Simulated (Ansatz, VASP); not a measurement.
One calculation of CaBiCl3, two programs

```
Ca Bi Cl
1.0
     5.63207    0.00000    0.00000
     0.00000    5.63207    0.00000
     0.00000    0.00000    5.63207
Ca Bi Cl
1 1 3
Direct
  0.00000 0.00000 0.00000
  0.50000 0.50000 0.50000
  0.00000 0.50000 0.50000
  0.50000 0.00000 0.50000
  0.50000 0.50000 0.00000
```

Alike in both runs: task relaxation of cell and atoms; functional PBE; k mesh 8 × 8 × 8; occupations gaussian, width 0.1 eV; no spin polarisation.

|  | VASP | Ansatz |
| --- | --- | --- |
| version | VASP 6.6.1 | Ansatz 0.2.0 |
| potentials or method | VASP PAW PBE potentials, release 64 (Ca_sv, Bi_d, Cl), cutoff 600 eV | scalar-relativistic, plane waves, PAW |
| valence electrons in the cell | 46 | 46 |

```csv
,VASP,Ansatz,Ansatz less VASP
"gap on the k mesh at the Fermi level, each at its own relaxed structure (eV)",none,none,-
relaxed volume (Å³/atom),36.13,36.13,-0.001
relaxed length of the cell vector where the two differ most in proportion (Å),5.653,5.653,-0.0001
```

A gap of «none» marks a metal or a gap that the smearing closes.

Spin-orbit coupling is off throughout.
